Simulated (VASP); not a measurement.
# LiCd3 (Fm-3m) in VASP: a series of runs

Runs on LiCd3. Level: LDA. Tasks: single point, relaxation of cell and atoms.

Program: VASP 6.6.1. These are calculated values, not measurements. Logs are shortened: lines on timing, memory, paths and dates and some standing lists are left out, and cuts for length are marked.

### Step 1. The cell of the first run

The structure is cubic, space group Fm-3m (No. 225). The conventional cell has a = 6.599 Å, b = 6.599 Å, c = 6.599 Å, α = 90.00°, β = 90.00°, γ = 90.00°. Li (site symmetry m-3m) has 14 Cd at 2.86 to 3.30 Å within 3.8 Å. Cd (site symmetry -43m) has 4 Li at 2.86 Å and 10 Cd at 2.86 to 3.30 Å within 3.8 Å. Within 3.8 Å of Cd (site symmetry m-3m) lie 8 Cd at 2.86 Å and 6 Li at 3.30 Å.

### Step 2. Single point, LDA

Input file INCAR:

```
  ALGO = Normal
  EDIFF = 1E-7
  ENCUT = 520
  GGA = CA
  ISIF = 2
  ISMEAR = 0
  LASPH = True
  LCHARG = False
  LREAL = False
  LWAVE = False
  NBANDS = 28
  NELM = 100
  PREC = Accurate
  SIGMA = 0.02
```

Input file KPOINTS:

```
k-points
0
Gamma
  6 6 6
```

Input file POSCAR:

```
LiCd3
1.0
    0.0000000000      3.2993043299      3.2993043299
    3.2993043299      0.0000000000      3.2993043299
    3.2993043299      3.2993043299      0.0000000000
Li Cd
1 3
Direct
    0.0000000000      0.0000000000      0.0000000000
    0.2500000000      0.2500000000      0.2500000000
    0.7500000000      0.7500000000      0.7500000000
    0.5000000000      0.5000000000      0.5000000000
```

Potentials or basis: VASP PAW LDA potentials, release 64 (Li_sv, Cd).

The run is started by

```bash
> cat potpaw_LDA.64/Li_sv/POTCAR potpaw_LDA.64/Cd/POTCAR > POTCAR
> mpirun -np 1 vasp_std > vasp.out
```

OUTCAR:

```text
EDIFF = 1E-7
   ENCUT = 520
   GGA = CA
   ISIF = 2
   ISMEAR = 0
   LASPH = True
   LREAL = False
   NELM = 100
   PREC = Accurate

 ion  position               nearest neighbor table
   1  0.000  0.000  0.000-   3 2.86   3 2.86   3 2.86   2 2.86   3 2.86   2 2.86   2 2.86   2 2.86

   2  0.250  0.250  0.250-   1 2.86   1 2.86   1 2.86   1 2.86   4 2.86   4 2.86   4 2.86   4 2.86
                             3 3.30   3 3.30   3 3.30   3 3.30   3 3.30   3 3.30
   3  0.750  0.750  0.750-   4 2.86   4 2.86   4 2.86   1 2.86   4 2.86   1 2.86   1 2.86   1 2.86
                             2 3.30   2 3.30   2 3.30   2 3.30   2 3.30   2 3.30
   4  0.500  0.500  0.500-   2 2.86   2 2.86   2 2.86   2 2.86   3 2.86   3 2.86   3 2.86   3 2.86

  LATTYP: Found a face centered cubic cell.
 ALAT       =     6.5986086598

  Lattice vectors:

 A1 = (   0.0000000000,   3.2993043299,   3.2993043299)
 A2 = (   3.2993043299,   0.0000000000,   3.2993043299)
 A3 = (   3.2993043299,   3.2993043299,   0.0000000000)

Analysis of symmetry for initial positions (statically):
=====================================================================
 Subroutine PRICEL returns:
 Original cell was already a primitive cell.

 Routine SETGRP: Setting up the symmetry group for a
 face centered cubic supercell.

 Subroutine GETGRP returns: Found 48 space group operations
 (whereof 48 operations were pure point group operations)
 out of a pool of 48 trial point group operations.

The static configuration has the point symmetry O_h .

Analysis of symmetry for dynamics (positions and initial velocities):
=====================================================================
 Subroutine PRICEL returns:
 Original cell was already a primitive cell.

 Routine SETGRP: Setting up the symmetry group for a
 face centered cubic supercell.

 Subroutine GETGRP returns: Found 48 space group operations
 (whereof 48 operations were pure point group operations)
 out of a pool of 48 trial point group operations.

The dynamic configuration has the point symmetry O_h .

 Subroutine INISYM returns: Found 48 space group operations
 (whereof 48 operations are pure point group operations),
 and found     1 'primitive' translations

----------------------------------------------------------------------------------------

[... 84 lines left out ...]
   LASPH  =      T    aspherical Exc in radial PAW
   ENCUT  =  520.0 eV  38.22 Ry    6.18 a.u.   8.68  8.68  8.68*2*pi/ulx,y,z
   NELM   =    100;   NELMIN=  2; NELMDL= -5     # of ELM steps
   EDIFF  = 0.1E-06   stopping-criterion for ELM
   LREAL  =      F    real-space projection
   EDIFFG = 0.1E-05   stopping-criterion for IOM
   NSW    =      0    number of steps for IOM
   IBRION =     -1    ionic relax: 0-MD 1-quasi-New 2-CG
   NFREE  =      0    steps in history (QN), initial steepest desc. (CG)
   ISIF   =      2    stress and relaxation
   ISYM   =      2    0-nonsym 1-usesym 2-fastsym
   POTIM  = 0.5000    time-step for ionic-motion
   TEBEG  =    0.0;   TEEND  =   0.0 temperature during run
   PSTRESS=    0.0 pullay stress
   NELECT =      39.0000    total number of electrons
   NUPDOWN=      -1.0000    fix difference up-down
   EMIN   =  10.00;   EMAX   =-10.00  energy-range for DOS
   EFERMI =   0.00;   METHOD = LEGACY
   ISMEAR =     0;   SIGMA  =   0.02  broadening in eV -4-tet -1-fermi 0-gaus
   EFERMI_NEDOS =   21; number of points for ismear=-14 and -15
   IALGO  =     38    algorithm
   IMIX   =      4    mixing-type and parameters
     AMIX     =   0.40;   BMIX     =  1.00
     AMIX_MAG =   1.60;   BMIX_MAG =  1.00
  volume/ion in A,a.u.               =      17.96       121.18
  Fermi-wavevector in a.u.,A,eV,Ry     =   1.335562  2.523846 24.269057  1.783725
  Thomas-Fermi vector in A             =   2.464256
   LORBIT       =      0    0 simple, 1 ext, 2 COOP (PROOUT), +10 PAW based schemes
   GGA     = CA    functional components
   LHFCALC =     F    Hartree Fock is set to
   AEXX    =    0.0000 exact exchange contribution
   IVDW    =     0    specifies the selected vdW correction
   LEPSILON=     F    determine dielectric tensor
   LRPA    =     F    only Hartree local field effects (RPA)
 non-spin polarized calculation
 Gauss-broadening in eV      SIGMA  =   0.02
  energy-cutoff  :      520.00
  volume of cell :       71.83
 maximum number of plane-waves:      1964
   NGX = 17   NGY = 17   NGZ = 17

 number of electron      39.0000024 magnetization

 Free energy of the ion-electron system (eV)
  ---------------------------------------------------
  ext. energy  EPLUGINS =         0.00000000
  ---------------------------------------------------
  free energy    TOTEN  =        -7.44410709 eV

  energy without entropy =       -7.44332188  energy(sigma->0) =       -7.44371448

 E-fermi :   3.0702     XC(G=0): -11.2512

 val. band max:        2.9640741809   @ k =   0.5000   0.1667   0.0000
 cond. band min:       3.0839009154   @ k =   0.3333   0.1667   0.0000
 fundamental gap:      0.1198267344
 Fermi energy:         3.0702195084

 k-point     1 :       0.0000    0.0000    0.0000
  band No.  band energies     occupation
      1     -42.5041      2.00000
      2      -6.7519      2.00000
      3      -6.7519      2.00000
      4      -6.3989      2.00000
      5      -6.3989      2.00000
      6      -6.3989      2.00000
[... 485 lines left out ...]
     27      13.1192      0.00000
     28      13.9929      0.00000

------------------------ aborting loop because EDIFF is reached ----------------------------------------

  FORCE on cell =-STRESS in cart. coord.  units (eV):
  Direction    XX          YY          ZZ          XY          YZ          ZX
  --------------------------------------------------------------------------------------
  -------------------------------------------------------------------------------------
  Total        0.2617199      0.2617199      0.2617199      0.0000000     -0.0000000      0.0000000
  in kB        5.8378143      5.8378143      5.8378143      0.0000000     -0.0000000      0.0000000
  external PRESSURE =       5.8378143 kB  Pullay stress =       0.0000000 kB

 VOLUME and BASIS-vectors are now :
 -----------------------------------------------------------------------------
  energy-cutoff  :      520.00
  volume of cell :       71.83
      direct lattice vectors                 reciprocal lattice vectors
     0.000000000  3.299304330  3.299304330    -0.151547099  0.151547099  0.151547099
     3.299304330  0.000000000  3.299304330     0.151547099 -0.151547099  0.151547099
     3.299304330  3.299304330  0.000000000     0.151547099  0.151547099 -0.151547099

 POSITION                                       TOTAL-FORCE (eV/Angst)
 -----------------------------------------------------------------------------------
      0.00000      0.00000      0.00000         0.000000      0.000000      0.000000
      1.64965      1.64965      1.64965        -0.000000     -0.000000      0.000000
      4.94896      4.94896      4.94896         0.000000      0.000000     -0.000000
      3.29930      3.29930      3.29930         0.000000      0.000000      0.000000
 -----------------------------------------------------------------------------------
    total drift:                                0.000000      0.000000      0.000000

  FREE ENERGIE OF THE ION-ELECTRON SYSTEM (eV)
  ---------------------------------------------------
  free  energy   TOTEN  =        -7.4441070866 eV

  energy  without entropy=       -7.4433218808  energy(sigma->0) =       -7.44371448
```

OSZICAR:

```text
N       E                     dE             d eps       ncg     rms          rms(c)
DAV:   1     0.312147230237E+03    0.31215E+03   -0.19356E+04   896   0.140E+03
DAV:   2     0.200839704265E+01   -0.31014E+03   -0.29825E+03   932   0.383E+02
DAV:   3    -0.785882054256E+01   -0.98672E+01   -0.98025E+01  1228   0.751E+01
DAV:   4    -0.803523778949E+01   -0.17642E+00   -0.17599E+00  1184   0.727E+00
DAV:   5    -0.803753415744E+01   -0.22964E-02   -0.22962E-02  1032   0.675E-01    0.626E+00
DAV:   6    -0.750542067306E+01    0.53211E+00   -0.12756E+00  1116   0.114E+01    0.510E+00
DAV:   7    -0.745625382126E+01    0.49167E-01   -0.10965E-01  1068   0.219E+00    0.279E+00
DAV:   8    -0.744413510871E+01    0.12119E-01   -0.17501E-02  1052   0.124E+00    0.134E-01
DAV:   9    -0.744411677905E+01    0.18330E-04   -0.84350E-04  1080   0.321E-01    0.754E-02
DAV:  10    -0.744411035944E+01    0.64196E-05   -0.11660E-04   972   0.802E-02    0.240E-02
DAV:  11    -0.744410713591E+01    0.32235E-05   -0.37014E-05  1148   0.662E-02    0.117E-02
DAV:  12    -0.744410708660E+01    0.49311E-07   -0.88985E-07  1036   0.105E-02
   1 F= -.74441071E+01 E0= -.74437145E+01  d E =-.785206E-03
```

Wall time 28 s (1 thread of Intel Xeon 8259CL, shared host); peak memory 0.18 GiB.

Results:

```yaml
Free_energy: -7.4441 eV
Band_gap_on_the_k_mesh: zero (an odd number of electrons rules out a gap without spin polarisation)
```

Caveat: the cutoff is under 1.25 times the usual one of these potentials, so pressure, stress and relaxed cells hold a basis-set (Pulay) error.

### Step 3. Relaxation of cell and atoms, LDA

This run uses another cell than the first one, of 19.60 Å³/atom.

Input file INCAR:

```
ALGO = Normal ; EDIFF = 1E-6
EDIFFG = -0.01 ; ENCUT = 600
IBRION = 2 ; ISIF = 3
ISMEAR = 0 ; LASPH = T
LCHARG = F ; LREAL = F
LWAVE = F ; NELM = 100
NSW = 80 ; PREC = Accurate
SIGMA = 0.02
```

KPOINTS is that of step 2.

Input file POSCAR:

```
LiCd3
1.0
    0.0000000000      3.3967100000      3.3967100000
    3.3967100000      0.0000000000      3.3967100000
    3.3967100000      3.3967100000      0.0000000000
Li Cd
1 3
Direct
    0.0000000000      0.0000000000      0.0000000000
    0.2500000000      0.2500000000      0.2500000000
    0.7500000000      0.7500000000      0.7500000000
    0.5000000000      0.5000000000      0.5000000000
```

Potentials or basis: VASP PAW LDA potentials, release 64 (Li_sv, Cd).

The run is started by

```bash
> cat potpaw_LDA.64/Li_sv/POTCAR potpaw_LDA.64/Cd/POTCAR > POTCAR
> mpirun -np 1 vasp_std > vasp.out
```

OUTCAR:

```text
EDIFF = 1E-6
   EDIFFG = -0.01
   ENCUT = 600
   IBRION = 2
   ISIF = 3
   ISMEAR = 0
   LASPH = T
   LREAL = F
   NELM = 100
   NSW = 80
   PREC = Accurate

 ion  position               nearest neighbor table
   1  0.000  0.000  0.000-   3 2.94   3 2.94   3 2.94   2 2.94   3 2.94   2 2.94   2 2.94   2 2.94

   2  0.250  0.250  0.250-   1 2.94   1 2.94   1 2.94   1 2.94   4 2.94   4 2.94   4 2.94   4 2.94
                             3 3.40   3 3.40   3 3.40   3 3.40   3 3.40   3 3.40
   3  0.750  0.750  0.750-   4 2.94   4 2.94   4 2.94   1 2.94   4 2.94   1 2.94   1 2.94   1 2.94
                             2 3.40   2 3.40   2 3.40   2 3.40   2 3.40   2 3.40
   4  0.500  0.500  0.500-   2 2.94   2 2.94   2 2.94   2 2.94   3 2.94   3 2.94   3 2.94   3 2.94

  LATTYP: Found a face centered cubic cell.
 ALAT       =     6.7934200000

  Lattice vectors:

 A1 = (   0.0000000000,   3.3967100000,   3.3967100000)
 A2 = (   3.3967100000,   0.0000000000,   3.3967100000)
 A3 = (   3.3967100000,   3.3967100000,   0.0000000000)

Analysis of symmetry for initial positions (statically):
=====================================================================
 Subroutine PRICEL returns:
 Original cell was already a primitive cell.

 Routine SETGRP: Setting up the symmetry group for a
 face centered cubic supercell.

 Subroutine GETGRP returns: Found 48 space group operations
 (whereof 48 operations were pure point group operations)
[... 154 lines left out ...]

 Free energy of the ion-electron system (eV)
  ---------------------------------------------------
  ext. energy  EPLUGINS =         0.00000000
  ---------------------------------------------------
  free energy    TOTEN  =        -7.36843694 eV

  energy without entropy =       -7.36754210  energy(sigma->0) =       -7.36798952

------------------------ aborting loop because EDIFF is reached ----------------------------------------

  FORCE on cell =-STRESS in cart. coord.  units (eV):
  Direction    XX          YY          ZZ          XY          YZ          ZX
  --------------------------------------------------------------------------------------
  -------------------------------------------------------------------------------------
  Total       -1.7888954     -1.7888954     -1.7888954      0.0000000      0.0000000      0.0000000
  in kB      -36.5670675    -36.5670675    -36.5670675      0.0000000      0.0000000      0.0000000
  external PRESSURE =     -36.5670675 kB  Pullay stress =       0.0000000 kB
[... 63 lines left out ...]
--------------------------------------- Ionic step        3  -------------------------------------------

 number of electron      39.0000000 magnetization

 Free energy of the ion-electron system (eV)
  ---------------------------------------------------
  ext. energy  EPLUGINS =         0.00000000
  ---------------------------------------------------
  free energy    TOTEN  =        -7.44903187 eV

  energy without entropy =       -7.44824666  energy(sigma->0) =       -7.44863926

 E-fermi :   3.0059     XC(G=0): -11.2115

 val. band max:        2.9153165707   @ k =   0.5000   0.1667   0.0000
 cond. band min:       3.0196080608   @ k =   0.3333   0.1667   0.0000
 fundamental gap:      0.1042914901
 Fermi energy:         3.0059266538

 k-point     1 :       0.0000    0.0000    0.0000
  band No.  band energies     occupation
      1     -42.5607      2.00000
      2      -6.7772      2.00000
      3      -6.7772      2.00000
      4      -6.4304      2.00000
      5      -6.4304      2.00000
      6      -6.4304      2.00000
[... 436 lines left out ...]
  FREE ENERGIE OF THE ION-ELECTRON SYSTEM (eV)
  ---------------------------------------------------
  free  energy   TOTEN  =        -7.4490318660 eV

  energy  without entropy=       -7.4482466602  energy(sigma->0) =       -7.44863926

 reached required accuracy - stopping structural energy minimisation
```

CONTCAR:

```text
LiCd3
   1.00000000000000
     0.0000000000000000    3.3078385599800177    3.3078385599800177
     3.3078385599800177    0.0000000000000000    3.3078385599800177
     3.3078385599800177    3.3078385599800177    0.0000000000000000
  Li              Cd
     1     3
Direct
     0.0000000000000000    0.0000000000000000    0.0000000000000000
     0.2500000000000000    0.2500000000000000    0.2500000000000000
     0.7500000000000000    0.7500000000000000    0.7500000000000000
     0.5000000000000000    0.5000000000000000    0.5000000000000000

  0.00000000E+00  0.00000000E+00  0.00000000E+00
  0.00000000E+00  0.00000000E+00  0.00000000E+00
  0.00000000E+00  0.00000000E+00  0.00000000E+00
  0.00000000E+00  0.00000000E+00  0.00000000E+00
```

Run time: 78 s. Hardware: 1 thread of Intel Xeon 8259CL, shared host; peak memory 0.22 GiB.

Results:

- Free energy: -7.4490 eV
- Relaxed volume: 18.10 Å³/atom
- Relaxed cell: a = 4.678 Å, b = 4.678 Å, c = 4.678 Å, α = 60.00°, β = 60.00°, γ = 60.00°
- Space group after relaxing (to 0.1 Å): Fm-3m (No. 225)
- Energy gained by relaxing: 20.1 meV/atom
- Ionic steps: 3
- Pressure after relaxing: 0.0 GPa
- Band gap on the k mesh: zero (an odd number of electrons rules out a gap without spin polarisation)

The path:
| step | energy change (eV) | largest force (eV/Å) | pressure (GPa) | volume (Å³) |
| --- | --- | --- | --- | --- |
| 1 | 0.0000 | 0.0000 | -3.66 | 78.38 |
| 2 | -0.0773 | 0.0000 | -0.93 | 73.42 |
| 3 | -0.0806 | 0.0000 | -0.04 | 72.39 |

Final structure:
```yaml
crystal:
  lattice:
    - [0.00000, 3.30784, 3.30784]
    - [3.30784, 0.00000, 3.30784]
    - [3.30784, 3.30784, 0.00000]
  atoms:
    - { symbol: Li, position: [0.00000, 0.00000, 0.00000] }
    - { symbol: Cd, position: [0.25000, 0.25000, 0.25000] }
    - { symbol: Cd, position: [0.75000, 0.75000, 0.75000] }
    - { symbol: Cd, position: [0.50000, 0.50000, 0.50000] }
```

Levels at points of the mesh, in eV from the Fermi level:
```csv
k point,band 15,band 16,band 17,band 18,band 19,band 20,band 21,band 22,band 23
"(0.00, 0.00, 0.00)",-8.34,-8.34,-8.34,2.48,2.57,2.57,2.57,3.44,3.44
"(0.50, 0.00, 0.00)",-8.25,-8.25,-5.92,-5.38,1.37,1.37,2.10,2.28,2.28
"(0.50, 0.50, 0.00)",-8.17,-8.17,-4.96,-4.52,-1.83,-1.83,-0.44,2.44,9.10
```

Caveat: the cutoff is under 1.25 times the usual one of these potentials, so pressure, stress and relaxed cells hold a basis-set (Pulay) error.
